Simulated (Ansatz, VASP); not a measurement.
LaScF: VASP beside Ansatz

```xyz
3
Lattice="3.8347 0.0000 0.0000 0.0000 3.8347 0.0000 0.0000 0.0000 3.9816" Properties=species:S:1:pos:R:3 pbc="T T T"
La    0.0000    0.0000    2.7863
Sc    1.9173    1.9173    2.2684
F     0.0000    0.0000    1.0361
```

Alike in both runs: task relaxation of cell and atoms; functional PBE; k mesh 4 × 4 × 4; occupations gaussian, width 0.1 eV; no spin polarisation.

```csv
,VASP,Ansatz
version,VASP 6.6.1,Ansatz 0.2.0
potentials or method,"VASP PAW PBE potentials, release 64 (La, Sc_sv, F), cutoff 600 eV","scalar-relativistic, plane waves, PAW"
valence electrons in the cell,29,29
```

|  | VASP | Ansatz | Ansatz less VASP |
| --- | --- | --- | --- |
| gap on the k mesh at the Fermi level, each at its own relaxed structure (eV) | none | none | - |
| relaxed volume (Å³/atom) | 20.42 | 20.87 | +0.450 |
| relaxed cell length with the largest relative difference (Å) | 5.338 | 5.557 | +0.2193 |

A gap of «none» marks a metal or a gap that the smearing closes.

The k mesh is coarse, so the values compare programs but aren't converged. Spin-orbit coupling is off throughout.
